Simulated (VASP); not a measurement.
# Sn (Pm-3m) in VASP: further runs, part 2 of 3

VASP 6.6.1. The steps go on from the part before.

## (4) Single point, PBEsol (volume scaled by 0.75)

INCAR

```
PREC = Accurate
ENCUT = 520
EDIFF = 1E-6
ISMEAR = -1
SIGMA = 0.1
LREAL = F
LASPH = T
NELM = 80
ALGO = Normal
ISIF = 2
LWAVE = F
LCHARG = T
GGA = PS
LELF = T
LVHAR = T
NBANDS = 13
```

KPOINTS

```
Automatic mesh
0
Gamma
  14 14 14
```

POSCAR

```
Sn
1.0
    2.7558277444      0.0000000000      0.0000000000
    0.0000000000      2.7558277444      0.0000000000
    0.0000000000      0.0000000000      2.7558277444
Sn
1
Direct
    0.0000000000      0.0000000000      0.0000000000
```

Potentials or basis: VASP PAW PBE potentials, release 64 (Sn_d).

The run is started by

```sh
> cat potpaw_PBE.64/Sn_d/POTCAR > POTCAR
> mpirun -np 1 vasp_std > vasp.out
```

OUTCAR:

```text
PREC = Accurate
   ENCUT = 520
   EDIFF = 1E-6
   ISMEAR = -1
   LREAL = F
   LASPH = T
   NELM = 80
   ISIF = 2
   GGA = PS

 ion  position               nearest neighbor table
   1  0.000  0.000  0.000-

  LATTYP: Found a simple cubic cell.
 ALAT       =     2.7558277444

  Lattice vectors:

 A1 = (   2.7558277444,   0.0000000000,   0.0000000000)
 A2 = (   0.0000000000,   2.7558277444,   0.0000000000)
 A3 = (   0.0000000000,   0.0000000000,   2.7558277444)

Analysis of symmetry for initial positions (statically):
=====================================================================
 Subroutine PRICEL returns:
 Original cell was already a primitive cell.

 Routine SETGRP: Setting up the symmetry group for a
 simple cubic supercell.

 Subroutine GETGRP returns: Found 48 space group operations
 (whereof 48 operations were pure point group operations)
 out of a pool of 48 trial point group operations.

The static configuration has the point symmetry O_h .

Analysis of symmetry for dynamics (positions and initial velocities):
=====================================================================
 Subroutine PRICEL returns:
 Original cell was already a primitive cell.

 Routine SETGRP: Setting up the symmetry group for a
 simple cubic supercell.

 Subroutine GETGRP returns: Found 48 space group operations
 (whereof 48 operations were pure point group operations)
 out of a pool of 48 trial point group operations.

The dynamic configuration has the point symmetry O_h .

 Subroutine INISYM returns: Found 48 space group operations
 (whereof 48 operations are pure point group operations),
 and found     1 'primitive' translations

----------------------------------------------------------------------------------------

                                     Primitive cell

  volume of cell :      20.9294
[... 105 lines left out ...]
   IMIX   =      4    mixing-type and parameters
     AMIX     =   0.40;   BMIX     =  1.00
     AMIX_MAG =   1.60;   BMIX_MAG =  1.00
  volume/ion in A,a.u.               =      20.93       141.24
  Fermi-wavevector in a.u.,A,eV,Ry     =   1.431744  2.705604 27.890468  2.049892
  Thomas-Fermi vector in A             =   2.551447
   LORBIT       =      0    0 simple, 1 ext, 2 COOP (PROOUT), +10 PAW based schemes
   GGA     = PS    functional components
   LHFCALC =     F    Hartree Fock is set to
   AEXX    =    0.0000 exact exchange contribution
   IVDW    =     0    specifies the selected vdW correction
   LEPSILON=     F    determine dielectric tensor
   LRPA    =     F    only Hartree local field effects (RPA)
 non-spin polarized calculation
  energy-cutoff  :      520.00
  volume of cell :       20.93
 maximum number of plane-waves:       587
   NGX = 11   NGY = 11   NGZ = 11

 number of electron      13.9999990 magnetization

 Free energy of the ion-electron system (eV)
  ---------------------------------------------------
  ext. energy  EPLUGINS =         0.00000000
  ---------------------------------------------------
  free energy    TOTEN  =        -3.71180198 eV

  energy without entropy =       -3.69917586  energy(sigma->0) =       -3.70548892

 E-fermi :  11.4545     XC(G=0): -11.6934

 val. band max:       11.3785778598   @ k =   0.2857   0.2143   0.2143
 cond. band min:      11.5290978733   @ k =   0.5000   0.5000   0.5000
 fundamental gap:      0.1505200134
 Fermi energy:        11.4545173609

 k-point     1 :       0.0000    0.0000    0.0000
  band No.  band energies     occupation
      1     -10.8673      2.00000
      2     -10.8673      2.00000
      3      -9.9027      2.00000
      4      -9.9027      2.00000
      5      -9.9027      2.00000
      6      -2.0236      2.00000
      7      17.9505      0.00000
      8      17.9505      0.00000
      9      17.9505      0.00000
     10      21.5949      0.00000
     11      21.5949      0.00000
     12      23.9830      0.00000
     13      33.4736      0.00000
[... 354 lines left out ...]
  band No.  band energies     occupation
      1     -10.6536      2.00000
      2     -10.2651      2.00000
      3     -10.1483      2.00000
      4     -10.1035      2.00000
      5      -9.9837      2.00000
      6       1.6630      2.00000
      7       8.4543      2.00000
      8      14.5515      0.00000
      9      20.8459      0.00000
     10      21.9063      0.00000
     11      24.0804      0.00000
     12      28.2436      0.00000
     13      29.4691      0.00000

 [... further k-points ...]
[... 5 lines left out ...]
  --------------------------------------------------------------------------------------
  -------------------------------------------------------------------------------------
  Total        4.1102796      4.1102796      4.1102796      0.0000000     -0.0000000      0.0000000
  in kB      314.6485590    314.6485590    314.6485590      0.0000000     -0.0000000      0.0000000
  external PRESSURE =     314.6485590 kB  Pullay stress =       0.0000000 kB

 VOLUME and BASIS-vectors are now :
 -----------------------------------------------------------------------------
  energy-cutoff  :      520.00
  volume of cell :       20.93
      direct lattice vectors                 reciprocal lattice vectors
     2.755827744  0.000000000  0.000000000     0.362867382  0.000000000  0.000000000
     0.000000000  2.755827744  0.000000000     0.000000000  0.362867382  0.000000000
     0.000000000  0.000000000  2.755827744     0.000000000  0.000000000  0.362867382

 POSITION                                       TOTAL-FORCE (eV/Angst)
 -----------------------------------------------------------------------------------
      0.00000      0.00000      0.00000         0.000000      0.000000      0.000000
 -----------------------------------------------------------------------------------
    total drift:                                0.000000      0.000000      0.000000

  FREE ENERGIE OF THE ION-ELECTRON SYSTEM (eV)
  ---------------------------------------------------
  free  energy   TOTEN  =        -3.7118019830 eV

  energy  without entropy=       -3.6991758644  energy(sigma->0) =       -3.70548892
```

OSZICAR:

```text
N       E                     dE             d eps       ncg     rms          rms(c)
DAV:   1     0.819887836885E+02    0.81989E+02   -0.70809E+03  3218   0.177E+03
DAV:   2     0.145201638970E+01   -0.80537E+02   -0.77553E+02  3350   0.349E+02
DAV:   3    -0.366698549426E+01   -0.51190E+01   -0.51018E+01  3615   0.722E+01
DAV:   4    -0.376045990013E+01   -0.93474E-01   -0.93458E-01  3593   0.102E+01
DAV:   5    -0.376327241987E+01   -0.28125E-02   -0.28124E-02  3753   0.175E+00    0.293E+00
DAV:   6    -0.372818032213E+01    0.35092E-01   -0.20215E-02  4012   0.299E+00    0.162E+00
DAV:   7    -0.371240446258E+01    0.15776E-01   -0.15063E-02  4694   0.242E+00    0.151E-01
DAV:   8    -0.371180159830E+01    0.60286E-03   -0.12691E-03  3788   0.667E-01    0.195E-02
DAV:   9    -0.371180278001E+01   -0.11817E-05   -0.40221E-05  4369   0.100E-01    0.145E-02
DAV:  10    -0.371180198296E+01    0.79705E-06   -0.12322E-06  2866   0.125E-02
   1 F= -.37118020E+01 E0= -.37054889E+01  d E =-.126261E-01
```

stdout:

```text
POSCAR found type information on POSCAR Sn
 POSCAR found :  1 types and       1 ions
 scaLAPACK will be used
 -----------------------------------------------------------------------------
|                                                                             |
|                                                                             |
|     You enforced a specific xc type in the INCAR file but a different       |
|     I HOPE YOU KNOW WHAT YOU ARE DOING!                                     |
|                                                                             |
 -----------------------------------------------------------------------------

 LDA part: xc-table for (Slater+PW92), standard interpolation
 POSCAR, INCAR and KPOINTS ok, starting setup
 FFT: planning ... GRIDC
 FFT: planning ... GRID_SOFT
 FFT: planning ... GRID
 WAVECAR not read
 entering main loop
```

It took 14 s on 1 thread of Intel Xeon Platinum 8488C (Sapphire Rapids), shared host; peak memory 0.14 GiB.

What came out:

```
Free energy            : -3.7118 eV
Pressure               : 31.5 GPa
Band gap on the k mesh : zero (band 7 reaches 17.95 eV, above the bottom of band 8 at 8.14 eV)
```

Caveat: the PAW data sets were made with another functional, which shifts forces and pressure a little; spin-orbit coupling is left out, which moves the levels of the heavy elements.

(Continued in part 3 of 3.)
